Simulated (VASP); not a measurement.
# WS2 in VASP: further runs

WS2 is run at these levels: PBEsol; tasks: single point.

Program: VASP 6.6.1. These are calculated values, not measurements. Logs are shortened: lines on timing, memory, paths and dates and some standing lists are left out, and cuts for length are marked.

### Step 1. The cell of the first run

The typed cell holds 6 atoms: a = 3.083 Å, b = 3.140 Å, c = 12.741 Å, α = 90.00°, β = 90.00°, γ = 119.38°.

### Step 2. Single point, PBEsol (uniaxial strain along a: -2.0 %, then relaxed in part)

Contents of INCAR:

```
  ALGO = Normal
  EDIFF = 1E-6
  ENCUT = 500
  GGA = PS
  GGA_COMPAT = F
  ISIF = 2
  ISMEAR = 0
  LASPH = T
  LCHARG = F
  LREAL = F
  LWAVE = F
  NBANDS = 35
  NELM = 120
  PREC = Accurate
  SIGMA = 0.02
```

Contents of KPOINTS:

```
k-points
0
Gamma
  12 12 2
```

Contents of POSCAR:

```
WS2
1.0
    3.0831620521      0.0007383062      0.0000000000
   -1.5409253232      2.7355141571      0.0000000000
    0.0000000000      0.0000000000     12.7406859251
W S
2 4
Direct
    0.3333686804      0.6667114679      0.2500000000
    0.6666313196      0.3332885321      0.7500000000
    0.3347057336      0.6695345872      0.6262470774
    0.6652942664      0.3304654128      0.1262470774
    0.3347057336      0.6695345872      0.8737529226
    0.6652942664      0.3304654128      0.3737529226
```

Potentials or basis: VASP PAW PBE potentials, release 64 (W_sv, S).

Launch:

```
$ cat potpaw_PBE.64/W_sv/POTCAR potpaw_PBE.64/S/POTCAR > POTCAR
$ mpirun -np 1 vasp_std > vasp.out
```

OUTCAR:

```text
EDIFF = 1E-6
   ENCUT = 500
   GGA = PS
   ISIF = 2
   ISMEAR = 0
   LASPH = T
   LREAL = F
   NELM = 120
   PREC = Accurate

 ion  position               nearest neighbor table
   1  0.333  0.667  0.250-   4 2.39   6 2.39   4 2.39   6 2.39   4 2.40   6 2.40
   2  0.667  0.333  0.750-   3 2.39   5 2.39   3 2.39   5 2.39   3 2.40   5 2.40
   3  0.335  0.670  0.626-   2 2.39   2 2.39   2 2.40
   4  0.665  0.330  0.126-   1 2.39   1 2.39   1 2.40
   5  0.335  0.670  0.874-   2 2.39   2 2.39   2 2.40
   6  0.665  0.330  0.374-   1 2.39   1 2.39   1 2.40

  LATTYP: Found a simple monoclinic cell.
 ALAT       =     3.0831621405
 B/A-ratio  =     4.1323437901
 C/A-ratio  =     1.0183258686
 COS(beta)  =    -0.4905844503

  Lattice vectors:

 A1 = (   3.0831620521,   0.0007383062,   0.0000000000)
 A2 = (   0.0000000000,   0.0000000000, -12.7406859251)
 A3 = (  -1.5409253232,   2.7355141571,   0.0000000000)

Analysis of symmetry for initial positions (statically):
=====================================================================
 Subroutine PRICEL returns:
 Original cell was already a primitive cell.

 Routine SETGRP: Setting up the symmetry group for a
 simple monoclinic supercell.

 Subroutine GETGRP returns: Found  4 space group operations
 (whereof  2 operations were pure point group operations)
 out of a pool of  4 trial point group operations.

The static configuration has the point symmetry S_2 .
 The point group associated with its full space group is C_2h.

Analysis of symmetry for dynamics (positions and initial velocities):
=====================================================================
 Subroutine PRICEL returns:
 Original cell was already a primitive cell.

 Routine SETGRP: Setting up the symmetry group for a
 simple monoclinic supercell.

 Subroutine GETGRP returns: Found  4 space group operations
 (whereof  2 operations were pure point group operations)
 out of a pool of  4 trial point group operations.

The dynamic configuration has the point symmetry S_2 .
 The point group associated with its full space group is C_2h.

 Subroutine INISYM returns: Found  4 space group operations
 (whereof  2 operations are pure point group operations),
 and found     1 'primitive' translations

----------------------------------------------------------------------------------------

                                     Primitive cell

  volume of cell :     107.4699

  direct lattice vectors                    reciprocal lattice vectors
     3.083162052  0.000738306  0.000000000     0.324298597  0.182678609  0.000000000
    -1.540925323  2.735514157  0.000000000    -0.000087527  0.365512686  0.000000000
     0.000000000  0.000000000 12.740685925     0.000000000  0.000000000  0.078488710

  length of vectors
     3.083162140  3.139663765 12.740685925     0.372211034  0.365512697  0.078488710

  position of ions in fractional coordinates (direct lattice)
     0.333368680  0.666711468  0.250000000
     0.666631320  0.333288532  0.750000000
     0.334705734  0.669534587  0.626247077
     0.665294266  0.330465413  0.126247077
     0.334705734  0.669534587  0.873752923
     0.665294266  0.330465413  0.373752923

  ion indices of the primitive-cell ions
   primitive index   ion index
                 1           1
                 2           2
                 3           3
                 4           4
                 5           5
                 6           6

----------------------------------------------------------------------------------------

 KPOINTS: k-points

Automatic generation of k-mesh.
 Grid dimensions read from file:
 generate k-points for:   12   12    2

 Generating k-lattice:

  Cartesian coordinates                     Fractional coordinates (reciprocal lattice)
     0.027024883  0.015223217  0.000000000     0.083333333  0.000000000  0.000000000
    -0.000007294  0.030459391  0.000000000     0.000000000  0.083333333  0.000000000
     0.000000000  0.000000000  0.039244355     0.000000000  0.000000000  0.500000000

  Length of vectors
     0.031017586  0.030459391  0.039244355

  Shift w.r.t. Gamma in fractional coordinates (k-lattice)
     0.000000000  0.000000000  0.000000000

 Subroutine IBZKPT returns following result:
 ===========================================

 Found    148 irreducible k-points:

 Following reciprocal coordinates:
            Coordinates               Weight
  0.000000  0.000000  0.000000      1.000000
  0.083333  0.000000  0.000000      2.000000
  0.166667  0.000000  0.000000      2.000000
  0.250000 -0.000000  0.000000      2.000000
  0.333333  0.000000  0.000000      2.000000
  0.416667 -0.000000  0.000000      2.000000
[... 16 lines left out ...]
  0.250000  0.166667  0.000000      2.000000
  0.333333  0.166667  0.000000      2.000000
 [... further k-points ...]
   k-points           NKPTS =    148   k-points in BZ     NKDIM =    148   number of bands    NBANDS=     35
[... 32 lines left out ...]
   ISMEAR =     0;   SIGMA  =   0.02  broadening in eV -4-tet -1-fermi 0-gaus
   EFERMI_NEDOS =   21; number of points for ismear=-14 and -15
   IALGO  =     38    algorithm
   IMIX   =      4    mixing-type and parameters
     AMIX     =   0.40;   BMIX     =  1.00
     AMIX_MAG =   1.60;   BMIX_MAG =  1.00
  volume/ion in A,a.u.               =      17.91       120.87
  Fermi-wavevector in a.u.,A,eV,Ry     =   1.285229  2.428730 22.474274  1.651813
  Thomas-Fermi vector in A             =   2.417375
   LORBIT       =      0    0 simple, 1 ext, 2 COOP (PROOUT), +10 PAW based schemes
   GGA     = PS    functional components
   LHFCALC =     F    Hartree Fock is set to
   AEXX    =    0.0000 exact exchange contribution
   IVDW    =     0    specifies the selected vdW correction
   LEPSILON=     F    determine dielectric tensor
   LRPA    =     F    only Hartree local field effects (RPA)
 non-spin polarized calculation
 Gauss-broadening in eV      SIGMA  =   0.02
  energy-cutoff  :      500.00
  volume of cell :      107.47
 maximum number of plane-waves:      2752
   NGX = 11   NGY = 11   NGZ = 47

 number of electron      51.9999994 magnetization

 Free energy of the ion-electron system (eV)
  ---------------------------------------------------
  ext. energy  EPLUGINS =         0.00000000
  ---------------------------------------------------
  free energy    TOTEN  =       -50.51860950 eV

  energy without entropy =      -50.51860950  energy(sigma->0) =      -50.51860950

 E-fermi :   7.2946     XC(G=0): -11.0051

 val. band max:        7.0258890665   @ k =   0.0000   0.0000   0.0000
 cond. band min:       8.1638675020   @ k =  -0.3333   0.1667   0.0000
 fundamental gap:      1.1379784355
 Fermi energy:         7.2945939929

 k-point     1 :       0.0000    0.0000    0.0000
  band No.  band energies     occupation
      1     -67.2732      2.00000
      2     -67.2732      2.00000
      3     -31.5727      2.00000
      4     -31.5727      2.00000
      5     -31.3700      2.00000
      6     -31.3700      2.00000
[... 27 lines left out ...]
     34       9.9846      0.00000
     35      12.1313      0.00000

 k-point     2 :       0.0833    0.0000    0.0000
  band No.  band energies     occupation
      1     -67.2716      2.00000
      2     -67.2716      2.00000
      3     -31.5674      2.00000
      4     -31.5674      2.00000
      5     -31.3834      2.00000
      6     -31.3834      2.00000
[... 27 lines left out ...]
     34       9.8683      0.00000
     35      12.6841      0.00000

 k-point     3 :       0.1667    0.0000    0.0000
  band No.  band energies     occupation
      1     -67.2673      2.00000
      2     -67.2673      2.00000
      3     -31.5529      2.00000
      4     -31.5528      2.00000
      5     -31.4460      2.00000
      6     -31.4460      2.00000
[... 27 lines left out ...]
     34      10.4143      0.00000
     35      13.7008      0.00000
[... 723 lines left out ...]
 k-point    23 :       0.2500    0.1667    0.0000
  band No.  band energies     occupation
      1     -67.2544      2.00000
      2     -67.2544      2.00000
      3     -31.6520      2.00000
      4     -31.6520      2.00000
      5     -31.5080      2.00000
      6     -31.5079      2.00000
[... 27 lines left out ...]
     34      11.9471      0.00000
     35      13.6790      0.00000

 k-point    24 :       0.3333    0.1667    0.0000
  band No.  band energies     occupation
      1     -67.2504      2.00000
      2     -67.2504      2.00000
      3     -31.7002      2.00000
      4     -31.7002      2.00000
      5     -31.5064      2.00000
      6     -31.5064      2.00000
[... 27 lines left out ...]
     34      12.0113      0.00000
     35      12.6637      0.00000

 [... further k-points ...]

------------------------ aborting loop because EDIFF is reached ----------------------------------------

  FORCE on cell =-STRESS in cart. coord.  units (eV):
  Direction    XX          YY          ZZ          XY          YZ          ZX
  --------------------------------------------------------------------------------------
  -------------------------------------------------------------------------------------
  Total        3.4610222      0.0469796      0.1000297     -0.0317952      0.0000000      0.0000000
  in kB       51.5974526      0.7003787      1.4912586     -0.4740084      0.0000000      0.0000000
  external PRESSURE =      17.9296966 kB  Pullay stress =       0.0000000 kB

 VOLUME and BASIS-vectors are now :
 -----------------------------------------------------------------------------
  energy-cutoff  :      500.00
  volume of cell :      107.47
      direct lattice vectors                 reciprocal lattice vectors
     3.083162052  0.000738306  0.000000000     0.324298597  0.182678609  0.000000000
    -1.540925323  2.735514157  0.000000000    -0.000087527  0.365512686  0.000000000
     0.000000000  0.000000000 12.740685925     0.000000000  0.000000000  0.078488710

 POSITION                                       TOTAL-FORCE (eV/Angst)
 -----------------------------------------------------------------------------------
      0.00048      1.82404      3.18517        -0.000550      0.000961      0.000000
      1.54176      0.91221      9.55551         0.000550     -0.000961      0.000000
      0.00025      1.83177      7.97882        -0.000272      0.000501     -0.022181
      1.54199      0.90448      1.60847         0.000272     -0.000501     -0.022181
      0.00025      1.83177     11.13221        -0.000272      0.000501      0.022181
      1.54199      0.90448      4.76187         0.000272     -0.000501      0.022181
 -----------------------------------------------------------------------------------
    total drift:                                0.000000     -0.000000     -0.000000

  FREE ENERGIE OF THE ION-ELECTRON SYSTEM (eV)
  ---------------------------------------------------
  free  energy   TOTEN  =       -50.5186095004 eV

  energy  without entropy=      -50.5186095004  energy(sigma->0) =      -50.51860950
```

Wall time 7.1 min (1 thread of Intel Xeon Platinum 8259CL at 2.50GHz (Skylake/Cascade Lake), shared host); peak memory 0.51 GiB.

Results:

* Free energy: -50.5186 eV
* Pressure: 1.8 GPa
* Largest force: 0.022 eV/Å
* Band gap on the k mesh: 1.14 eV (least direct gap 1.98 eV)

Forces in eV/Å, atoms in the order of the input:
```
W   -0.001  0.001  0.000
W    0.001 -0.001  0.000
S    0.000  0.001 -0.022
S    0.000 -0.001 -0.022
S    0.000  0.001  0.022
S    0.000 -0.001  0.022
```

Stress tensor (GPa, compression positive):
```
 5.16 -0.05  0.00
-0.05  0.07  0.00
 0.00  0.00  0.15
```

Levels at points of the mesh, in eV from the valence-band top:
| k point | band 23 | band 24 | band 25 | band 26 | band 27 | band 28 | band 29 | band 30 |
| --- | --- | --- | --- | --- | --- | --- | --- | --- |
| (0.00, 0.00, 0.00) | -1.81 | -1.65 | -1.16 | 0.00 | 2.54 | 2.55 | 2.56 | 2.69 |
| (0.50, 0.00, 0.00) | -1.70 | -1.57 | -1.45 | -1.35 | 2.66 | 2.67 | 2.90 | 3.25 |
| (0.00, 0.50, 0.00) | -1.59 | -1.48 | -1.43 | -1.30 | 2.66 | 2.69 | 2.90 | 3.16 |
| (0.50, 0.50, 0.00) | -1.71 | -1.57 | -1.45 | -1.35 | 2.67 | 2.67 | 2.90 | 3.25 |
| (0.00, 0.00, 0.50) | -1.82 | -1.82 | -0.34 | -0.34 | 2.54 | 2.54 | 2.64 | 2.64 |
| (0.50, 0.00, 0.50) | -1.64 | -1.64 | -1.39 | -1.39 | 2.67 | 2.67 | 3.09 | 3.09 |
| (0.00, 0.50, 0.50) | -1.53 | -1.53 | -1.37 | -1.37 | 2.67 | 2.67 | 3.05 | 3.05 |
| (0.50, 0.50, 0.50) | -1.64 | -1.64 | -1.39 | -1.39 | 2.67 | 2.67 | 3.09 | 3.09 |

Caveat: the cell differs from its parent crystal (uniaxial strain along a: -2.0 %, then relaxed in part); the stress differs along the axes, from 0 to 5 GPa; the PAW data sets were made with another functional, which shifts forces and pressure a little; spin-orbit coupling is left out, which moves the levels of the heavy elements; this functional lacks dispersion, which binds layers or chains, so the pressure and a relaxed spacing across them are unreliable. A k mesh can miss the band edges.

### Step 3. Single point, PBEsol

This run uses another cell than the first one, of 16.80 Å³/atom.

Contents of INCAR:

```
PREC = Accurate ; ENCUT = 520
EDIFF = 1E-7 ; ISMEAR = 0
SIGMA = 0.02 ; LREAL = False
LASPH = True ; NELM = 100
ALGO = Normal ; ISIF = 2
LWAVE = False ; LCHARG = True
GGA = PS ; LELF = True
LVHAR = True ; NBANDS = 35
```

Contents of KPOINTS:

```
Automatic mesh
0
Gamma
  12 12 2
```

Contents of POSCAR:

```
WS2
1.0
    3.1224633801      0.0000000000      0.0000000000
   -1.5612316900      2.7041326096      0.0000000000
    0.0000000000      0.0000000000     11.9401889158
W S
2 4
Direct
    0.3333333333      0.6666666667      0.2500000000
    0.6666666667      0.3333333333      0.7500000000
    0.3333333333      0.6666666667      0.6184234477
    0.6666666667      0.3333333333      0.1184234477
    0.3333333333      0.6666666667      0.8815765523
    0.6666666667      0.3333333333      0.3815765523
```

Potentials or basis: VASP PAW PBE potentials, release 64 (W_sv, S).

Launch:

```
$ cat potpaw_PBE.64/W_sv/POTCAR potpaw_PBE.64/S/POTCAR > POTCAR
$ mpirun -np 1 vasp_std > vasp.out
```

Run time: 64 s. Hardware: 1 thread of Intel Xeon 6975P-C (Granite Rapids), shared host; peak memory 0.27 GiB.

The run converged. Its results:

| Property | Result |
| --- | --- |
| Free energy | -50.4920 eV |
| Pressure | 3.1 GPa |
| Largest force | 0.021 eV/Å |
| Band gap on the k mesh | 0.77 eV (least direct gap 1.91 eV) |

Forces on the atoms (eV/Å):
```
W    0.000  0.000  0.000
W    0.000  0.000  0.000
S    0.000  0.000 -0.021
S    0.000  0.000 -0.021
S    0.000  0.000  0.021
S    0.000  0.000  0.021
```

Levels at points of the mesh, in eV from the valence-band top:
```csv
k point,band 23,band 24,band 25,band 26,band 27,band 28,band 29,band 30
"(0.00, 0.00, 0.00)",-2.23,-1.49,-1.35,0.00,2.29,2.29,2.30,2.30
"(0.50, 0.00, 0.00)",-2.06,-1.91,-1.75,-1.65,2.35,2.41,2.51,2.97
"(0.00, 0.00, 0.50)",-2.27,-2.27,-0.32,-0.32,2.27,2.27,2.27,2.27
"(0.50, 0.00, 0.50)",-1.90,-1.90,-1.76,-1.76,2.37,2.37,2.78,2.78
```

Caveat: the cell stands under pressure; the PAW data sets were made with another functional, which shifts forces and pressure a little; spin-orbit coupling is left out, which moves the levels of the heavy elements. A k mesh can miss the band edges.

### Step 4. Single point, PBEsol

This run uses another cell than the first one, of 12.33 Å³/atom.

Contents of INCAR:

```
ALGO     = Normal         # electronic algorithm
EDIFF    = 1E-6           # SCF threshold, eV
ENCUT    = 520            # plane-wave cutoff, eV
GGA      = PS             # functional
ISIF     = 2              # what is computed and relaxed
ISMEAR   = 0              # smearing method
LASPH    = True           # aspherical terms in the spheres
LCHARG   = False          # write CHGCAR
LREAL    = False          # projectors in reciprocal space
LWAVE    = False          # write WAVECAR
NBANDS   = 35             # bands
NELM     = 100            # most SCF steps
PREC     = Accurate       # precision mode
SIGMA    = 0.1            # smearing width, eV
```

Contents of KPOINTS:

```
k-points
0
Gamma
  15 15 4
```

Contents of POSCAR:

```
WS2
1.0
    2.8639010989      0.0000000000      0.0000000000
   -1.4319505494      2.4802111056      0.0000000000
    0.0000000000      0.0000000000     10.4123355576
W S
2 4
Direct
    0.3333333333      0.6666666667      0.2500000000
    0.6666666667      0.3333333333      0.7500000000
    0.3333333333      0.6666666667      0.5961522394
    0.6666666667      0.3333333333      0.0961522394
    0.3333333333      0.6666666667      0.9038477606
    0.6666666667      0.3333333333      0.4038477606
```

Launch:

```
$ cat potpaw_PBE.64/W_sv/POTCAR potpaw_PBE.64/S/POTCAR > POTCAR
$ mpirun -np 1 vasp_std > vasp.out
```

It took 99 s on 1 thread of Intel Xeon 6975P-C (Granite Rapids), shared host; peak memory 0.3 GiB.

It converged, with:

| Property | Result |
| --- | --- |
| Free energy | -46.4715 eV |
| Pressure | 60.6 GPa |
| Largest force | 0.007 eV/Å |
| Band gap on the k mesh | zero (bands 26 and 27 overlap by 1.23 eV) |

Forces in eV/Å, atoms in the order of the input:
```
W    0.000  0.000  0.000
W    0.000  0.000  0.000
S    0.000  0.000  0.007
S    0.000  0.000  0.007
S    0.000  0.000 -0.007
S    0.000  0.000 -0.007
```

Stress tensor (GPa, compression positive):
```
60.58  0.00  0.00
 0.00 60.58  0.00
 0.00  0.00 60.79
```

Levels at points of the mesh, in eV from the Fermi level:
```tsv
k point	band 22	band 23	band 24	band 25	band 26	band 27	band 28	band 29	band 30	band 31
(0.00, 0.00, 0.00)	-2.35	-1.82	-1.82	0.24	0.64	1.67	1.67	2.51	2.51	2.55
(0.00, 0.00, 0.50)	-2.10	-2.10	-2.10	0.53	0.53	2.12	2.12	2.12	2.12	2.83
```

Caveat: the cell stands under pressure; the PAW data sets were made with another functional, which shifts forces and pressure a little; spin-orbit coupling is left out, which moves the levels of the heavy elements.

### Step 5. Summary

```csv
cell,k mesh,cutoff (eV),smearing,gap on the mesh (eV),pressure (GPa),largest force (eV/Å)
"a = 3.083, b = 3.140, c = 12.741 Å, angles 90.0, 90.0, 119.4°, 6 atoms, atomic positions A",12 × 12 × 2,500,gaussian 0.02 eV,1.14,1.8,0.02
"a = 3.122, b = 3.122, c = 11.940 Å, angles 90.0, 90.0, 120.0°, 6 atoms, atomic positions B",12 × 12 × 2,520,gaussian 0.02 eV,0.77,3.1,0.02
"a = 2.864, b = 2.864, c = 10.412 Å, angles 90.0, 90.0, 120.0°, 6 atoms, atomic positions C",15 × 15 × 4,520,gaussian 0.1 eV,none,60.6,0.01
```

Alike in all rows: task single point; level PBEsol; potentials or basis VASP PAW PBE potentials, release 64 (W_sv, S); no spin polarisation.

Caveats: the PAW data sets were made with another functional, which shifts forces and pressure a little; spin-orbit coupling is left out, which moves the levels of the heavy elements; the cell stands under pressure (at least some runs); the stress differs along the axes, from 0 to 5 GPa (at least some runs); this functional lacks dispersion, which binds layers or chains, so the pressure and a relaxed spacing across them are unreliable (at least some runs).

Total energies depend on the potentials used, so only differences within one code and one set of settings carry meaning.

The gap in the log of VASP goes by the Fermi energy; the results here count the filled bands.